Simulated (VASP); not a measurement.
# PbO (NiAs type) (P6_3/mmc) in VASP: notebook

The runs below take PbO (NiAs type) through single point, with PBE.

Program: VASP 6.6.1. These are calculated values, not measurements. Logs are shortened: lines on timing, memory, paths and dates and some standing lists are left out, and cuts for length are marked.

## 1. The cell of the first run

The structure is hexagonal, space group P6_3/mmc (No. 194). The conventional cell has a = 3.439 Å, b = 3.439 Å, c = 6.398 Å, α = 90.00°, β = 90.00°, γ = 120.00°. Within 3.4 Å of Pb (site symmetry -3m) lie 6 O at 2.55 Å and 2 Pb at 3.20 Å. Within 3.4 Å of O (site symmetry -6m2) lie 6 Pb at 2.55 Å.

## 2. Single point, PBE

The input, INCAR:

```
PREC = Accurate
ENCUT = 520
EDIFF = 1E-6
ISMEAR = -1
SIGMA = 0.05
LREAL = F
LASPH = T
NELM = 80
ALGO = Normal
ISIF = 2
LWAVE = F
LCHARG = F
GGA = PE
NBANDS = 28
```

The input, KPOINTS:

```
regular mesh
0
Gamma
  9 9 5
```

The input, POSCAR:

```
PbO
1.0
    3.4388394649      0.0000000000      0.0000000000
   -1.7194197325      2.9781223361      0.0000000000
    0.0000000000      0.0000000000      6.3984900008
Pb O
2 2
Direct
    0.0000000000      0.0000000000      0.0000000000
    0.0000000000      0.0000000000      0.5000000000
    0.3333333333      0.6666666667      0.2500000000
    0.6666666667      0.3333333333      0.7500000000
```

Potentials or basis: VASP PAW PBE potentials, release 64 (Pb_d, O).

The run is started by

```bash
$ cat potpaw_PBE.64/Pb_d/POTCAR potpaw_PBE.64/O/POTCAR > POTCAR
$ mpirun -np 1 vasp_std > vasp.out
```

OUTCAR:

```text
PREC = Accurate
   ENCUT = 520
   EDIFF = 1E-6
   ISMEAR = -1
   LREAL = F
   LASPH = T
   NELM = 80
   ISIF = 2
   GGA = PE

 ion  position               nearest neighbor table
   1  0.000  0.000  0.000-   3 2.55   4 2.55   3 2.55   4 2.55   4 2.55   3 2.55   2 3.20   2 3.20

   2  0.000  0.000  0.500-   3 2.55   4 2.55   3 2.55   4 2.55   4 2.55   3 2.55   1 3.20   1 3.20

   3  0.333  0.667  0.250-   1 2.55   2 2.55   1 2.55   2 2.55   1 2.55   2 2.55
   4  0.667  0.333  0.750-   1 2.55   2 2.55   1 2.55   2 2.55   1 2.55   2 2.55

  LATTYP: Found a hexagonal cell.
 ALAT       =     3.4388394649
 C/A-ratio  =     1.8606538822

  Lattice vectors:

 A1 = (   3.4388394649,   0.0000000000,   0.0000000000)
 A2 = (  -1.7194197325,   2.9781223361,   0.0000000000)
 A3 = (   0.0000000000,   0.0000000000,   6.3984900008)

Analysis of symmetry for initial positions (statically):
=====================================================================
 Subroutine PRICEL returns:
 Original cell was already a primitive cell.

 Routine SETGRP: Setting up the symmetry group for a
 hexagonal supercell.

 Subroutine GETGRP returns: Found 24 space group operations
 (whereof 12 operations were pure point group operations)
 out of a pool of 24 trial point group operations.

The static configuration has the point symmetry D_3d.
 The point group associated with its full space group is D_6h.

Analysis of symmetry for dynamics (positions and initial velocities):
=====================================================================
 Subroutine PRICEL returns:
 Original cell was already a primitive cell.

 Routine SETGRP: Setting up the symmetry group for a
 hexagonal supercell.

 Subroutine GETGRP returns: Found 24 space group operations
 (whereof 12 operations were pure point group operations)
 out of a pool of 24 trial point group operations.

The dynamic configuration has the point symmetry D_3d.
 The point group associated with its full space group is D_6h.

 Subroutine INISYM returns: Found 24 space group operations
 (whereof 12 operations are pure point group operations),
 and found     1 'primitive' translations

----------------------------------------------------------------------------------------

                                     Primitive cell

  volume of cell :      65.5288

  direct lattice vectors                    reciprocal lattice vectors
     3.438839465  0.000000000  0.000000000     0.290795779  0.167891021  0.000000000
    -1.719419733  2.978122336  0.000000000     0.000000000  0.335782042  0.000000000
     0.000000000  0.000000000  6.398490001     0.000000000  0.000000000  0.156286874

  length of vectors
     3.438839465  3.438839465  6.398490001     0.335782042  0.335782042  0.156286874

  position of ions in fractional coordinates (direct lattice)
     0.000000000  0.000000000  0.000000000
     0.000000000  0.000000000  0.500000000
     0.333333333  0.666666667  0.250000000
     0.666666667  0.333333333  0.750000000

  ion indices of the primitive-cell ions
   primitive index   ion index
                 1           1
                 2           2
                 3           3
                 4           4

----------------------------------------------------------------------------------------

 KPOINTS: regular mesh

Automatic generation of k-mesh.
 Grid dimensions read from file:
 generate k-points for:    9    9    5

 Generating k-lattice:

  Cartesian coordinates                     Fractional coordinates (reciprocal lattice)
     0.032310642  0.018654558  0.000000000     0.111111111  0.000000000  0.000000000
     0.000000000  0.037309116  0.000000000     0.000000000  0.111111111  0.000000000
     0.000000000  0.000000000  0.031257375     0.000000000  0.000000000  0.200000000

  Length of vectors
     0.037309116  0.037309116  0.031257375

  Shift w.r.t. Gamma in fractional coordinates (k-lattice)
     0.000000000  0.000000000  0.000000000

 Subroutine IBZKPT returns following result:
 ===========================================

 Found     36 irreducible k-points:

 Following reciprocal coordinates:
            Coordinates               Weight
  0.000000  0.000000  0.000000      1.000000
  0.111111  0.000000  0.000000      6.000000
  0.222222  0.000000  0.000000      6.000000
  0.333333  0.000000  0.000000      6.000000
  0.444444  0.000000  0.000000      6.000000
  0.111111  0.111111  0.000000      6.000000
[... 16 lines left out ...]
  0.333333  0.222222  0.200000     24.000000
  0.333333  0.333333  0.200000      4.000000
 [... further k-points ...]
   k-points           NKPTS =     36   k-points in BZ     NKDIM =     36   number of bands    NBANDS=     28
   number of dos      NEDOS =    301   number of ions     NIONS =      4
   total plane-waves  NPLWV =  37632
   dimension x,y,z NGX =    28 NGY =   28 NGZ =   48
   dimension x,y,z NGXF=    56 NGYF=   56 NGZF=   96
   ions per type =               2   2
   NGX,Y,Z   is equivalent  to a cutoff of  13.54, 13.54, 12.47 a.u.
   NGXF,Y,Z  is equivalent  to a cutoff of  27.07, 27.07, 24.94 a.u.
 SYSTEM =  unknown system
   PREC   = accura    normal or accurate (medium, high low for compatibility)
   ISTART =      0    job   : 0-new  1-cont  2-samecut
   ICHARG =      2    charge: 1-file 2-atom 10-const
   ISPIN  =      1    spin polarized calculation?
   LNONCOLLINEAR =      F non collinear calculations
   LSORBIT =      F    spin-orbit coupling
   LASPH  =      T    aspherical Exc in radial PAW
   ENCUT  =  520.0 eV  38.22 Ry    6.18 a.u.   6.39  6.39 11.90*2*pi/ulx,y,z
   NELM   =     80;   NELMIN=  2; NELMDL= -5     # of ELM steps
   EDIFF  = 0.1E-05   stopping-criterion for ELM
   LREAL  =      F    real-space projection
   EDIFFG = 0.1E-04   stopping-criterion for IOM
   NSW    =      0    number of steps for IOM
   IBRION =     -1    ionic relax: 0-MD 1-quasi-New 2-CG
   NFREE  =      0    steps in history (QN), initial steepest desc. (CG)
   ISIF   =      2    stress and relaxation
   ISYM   =      2    0-nonsym 1-usesym 2-fastsym
   POTIM  = 0.5000    time-step for ionic-motion
   TEBEG  =    0.0;   TEEND  =   0.0 temperature during run
   PSTRESS=    0.0 pullay stress
   NELECT =      40.0000    total number of electrons
   NUPDOWN=      -1.0000    fix difference up-down
   EMIN   =  10.00;   EMAX   =-10.00  energy-range for DOS
   EFERMI =   0.00;   METHOD = LEGACY
   ISMEAR =    -1;   SIGMA  =   0.05  broadening in eV -4-tet -1-fermi 0-gaus
   EFERMI_NEDOS =   21; number of points for ismear=-14 and -15
   IALGO  =     38    algorithm
   IMIX   =      4    mixing-type and parameters
     AMIX     =   0.40;   BMIX     =  1.00
     AMIX_MAG =   1.60;   BMIX_MAG =  1.00
  volume/ion in A,a.u.               =      16.38       110.55
  Fermi-wavevector in a.u.,A,eV,Ry     =   1.388729  2.624317 26.239765  1.928568
  Thomas-Fermi vector in A             =   2.512827
   LORBIT       =      0    0 simple, 1 ext, 2 COOP (PROOUT), +10 PAW based schemes
   GGA     = PE    functional components
   LHFCALC =     F    Hartree Fock is set to
   AEXX    =    0.0000 exact exchange contribution
   IVDW    =     0    specifies the selected vdW correction
   LEPSILON=     F    determine dielectric tensor
   LRPA    =     F    only Hartree local field effects (RPA)
 non-spin polarized calculation
  energy-cutoff  :      520.00
  volume of cell :       65.53
 maximum number of plane-waves:      1789
 NGX is ok and might be reduce to    28
   NGX = 13   NGY = 13   NGZ = 23

 number of electron      39.9999991 magnetization

 Free energy of the ion-electron system (eV)
  ---------------------------------------------------
  ext. energy  EPLUGINS =         0.00000000
  ---------------------------------------------------
  free energy    TOTEN  =       -20.14225749 eV

  energy without entropy =      -20.14041008  energy(sigma->0) =      -20.14133379

 E-fermi :   7.9595     XC(G=0): -11.0726

 val. band max:        7.9517286534   @ k =   0.3333   0.3333   0.0000
 cond. band min:       8.0299351150   @ k =   0.1111   0.0000   0.0000
 fundamental gap:      0.0782064616
 Fermi energy:         7.9594544857

 k-point     1 :       0.0000    0.0000    0.0000
  band No.  band energies     occupation
      1     -10.7045      2.00000
      2      -9.9783      2.00000
      3      -9.2983      2.00000
      4      -9.0567      2.00000
      5      -9.0567      2.00000
      6      -9.0092      2.00000
[... 20 lines left out ...]
     27      17.4897      0.00000
     28      18.5200      0.00000

 k-point     2 :       0.1111    0.0000    0.0000
  band No.  band energies     occupation
      1     -10.6250      2.00000
      2     -10.1242      2.00000
      3      -9.2805      2.00000
      4      -9.0315      2.00000
      5      -9.0216      2.00000
      6      -9.0202      2.00000
[... 20 lines left out ...]
     27      17.3751      0.00000
     28      17.9141      0.00000

 k-point     3 :       0.2222    0.0000    0.0000
  band No.  band energies     occupation
      1     -10.4912      2.00000
      2     -10.2896      2.00000
      3      -9.2465      2.00000
      4      -9.0570      2.00000
      5      -9.0405      2.00000
      6      -8.9405      2.00000
[... 20 lines left out ...]
     27      16.0062      0.00000
     28      18.4589      0.00000

 k-point     4 :       0.3333    0.0000    0.0000
  band No.  band energies     occupation
      1     -10.6342      2.00000
      2     -10.0658      2.00000
      3      -9.2322      2.00000
      4      -9.1039      2.00000
      5      -9.0542      2.00000
      6      -8.9571      2.00000
[... 578 lines left out ...]
     27      17.0356      0.00000
     28      19.0209      0.00000

 k-point    23 :       0.3333    0.2222    0.2000
  band No.  band energies     occupation
      1     -10.5467      2.00000
      2     -10.2467      2.00000
      3      -9.1408      2.00000
      4      -9.0185      2.00000
      5      -9.0045      2.00000
      6      -8.9243      2.00000
[... 20 lines left out ...]
     27      17.3754      0.00000
     28      18.9086      0.00000

 k-point    24 :       0.3333    0.3333    0.2000
  band No.  band energies     occupation
      1     -10.4102      2.00000
      2     -10.4102      2.00000
      3      -9.1218      2.00000
      4      -8.9616      2.00000
      5      -8.9616      2.00000
      6      -8.9067      2.00000
[... 20 lines left out ...]
     27      18.3715      0.00000
     28      18.3715      0.00000

 [... further k-points ...]

------------------------ aborting loop because EDIFF is reached ----------------------------------------

  FORCE on cell =-STRESS in cart. coord.  units (eV):
  Direction    XX          YY          ZZ          XY          YZ          ZX
  --------------------------------------------------------------------------------------
  -------------------------------------------------------------------------------------
  Total        4.8981935      4.8981935      4.8994183     -0.0000000      0.0000000     -0.0000000
  in kB      119.7607719    119.7607719    119.7907196     -0.0000000      0.0000000     -0.0000000
  external PRESSURE =     119.7707545 kB  Pullay stress =       0.0000000 kB

 VOLUME and BASIS-vectors are now :
 -----------------------------------------------------------------------------
  energy-cutoff  :      520.00
  volume of cell :       65.53
      direct lattice vectors                 reciprocal lattice vectors
     3.438839465  0.000000000  0.000000000     0.290795779  0.167891021  0.000000000
    -1.719419733  2.978122336  0.000000000     0.000000000  0.335782042  0.000000000
     0.000000000  0.000000000  6.398490001     0.000000000  0.000000000  0.156286874

 POSITION                                       TOTAL-FORCE (eV/Angst)
 -----------------------------------------------------------------------------------
      0.00000      0.00000      0.00000        -0.000000      0.000000      0.000000
      0.00000      0.00000      3.19925        -0.000000      0.000000      0.000000
     -0.00000      1.98541      1.59962         0.000000     -0.000000      0.000000
      1.71942      0.99271      4.79887        -0.000000      0.000000      0.000000
 -----------------------------------------------------------------------------------
    total drift:                                0.000000     -0.000000      0.000000

  FREE ENERGIE OF THE ION-ELECTRON SYSTEM (eV)
  ---------------------------------------------------
  free  energy   TOTEN  =       -20.1422574920 eV

  energy  without entropy=      -20.1404100794  energy(sigma->0) =      -20.14133379
```

Wall time 34 s (1 thread of Intel Xeon 6975P-C (Granite Rapids), shared host); peak memory 0.21 GiB.

Results:

```
Free energy            : -20.1423 eV
Pressure               : 12.0 GPa
Band gap on the k mesh : zero (band 20 reaches 8.03 eV, above the bottom of band 21 at 7.84 eV)
```

Levels at points of the mesh, in eV from the Fermi level:
| k point | band 16 | band 17 | band 18 | band 19 | band 20 | band 21 | band 22 | band 23 | band 24 | band 25 |
| --- | --- | --- | --- | --- | --- | --- | --- | --- | --- | --- |
| (0.00, 0.00, 0.00) | -2.83 | -2.83 | -2.37 | -2.37 | -0.30 | 0.33 | 6.64 | 6.64 | 7.73 | 8.39 |

Caveat: spin-orbit coupling is left out, which moves the levels of the heavy elements.

## 3. Single point, PBE

The input, INCAR:

```
PREC = Accurate
ENCUT = 520
EDIFF = 1E-6
ISMEAR = -1
SIGMA = 0.05
LREAL = False
LASPH = True
NELM = 60
ALGO = Normal
ISIF = 2
LWAVE = False
LCHARG = False
GGA = PE
NBANDS = 28
```

KPOINTS is that of step 2.

Edit POSCAR of step 2 so:

```diff
@@ -2,4 +2,4 @@
 1.0
-    3.4388394649      0.0000000000      0.0000000000
-   -1.7194197325      2.9781223361      0.0000000000
+    3.4388394648      0.0000000000      0.0000000000
+   -1.7194197324      2.9781223361      0.0000000000
     0.0000000000      0.0000000000      6.3984900008
```

Potentials or basis: VASP PAW PBE potentials, release 64 (Pb_d, O).

The run is started by

```bash
$ cat potpaw_PBE.64/Pb_d/POTCAR potpaw_PBE.64/O/POTCAR > POTCAR
$ mpirun -np 1 vasp_std > vasp.out
```

It took 28 s on 1 thread of Intel Xeon 6975P-C (Granite Rapids), shared host; peak memory 0.2 GiB.

Results (log left out):

- Free energy: -20.1423 eV
- Pressure: 12.0 GPa
- Band gap on the k mesh: zero (band 20 reaches 8.03 eV, above the bottom of band 21 at 7.84 eV)

Levels at points of the mesh, in eV from the Fermi level:
| k point | band 17 | band 18 | band 19 | band 20 | band 21 | band 22 | band 23 | band 24 |
| --- | --- | --- | --- | --- | --- | --- | --- | --- |
| (0.00, 0.00, 0.00) | -2.83 | -2.37 | -2.37 | -0.30 | 0.33 | 6.64 | 6.64 | 7.73 |

Caveat: spin-orbit coupling is left out, which moves the levels of the heavy elements.
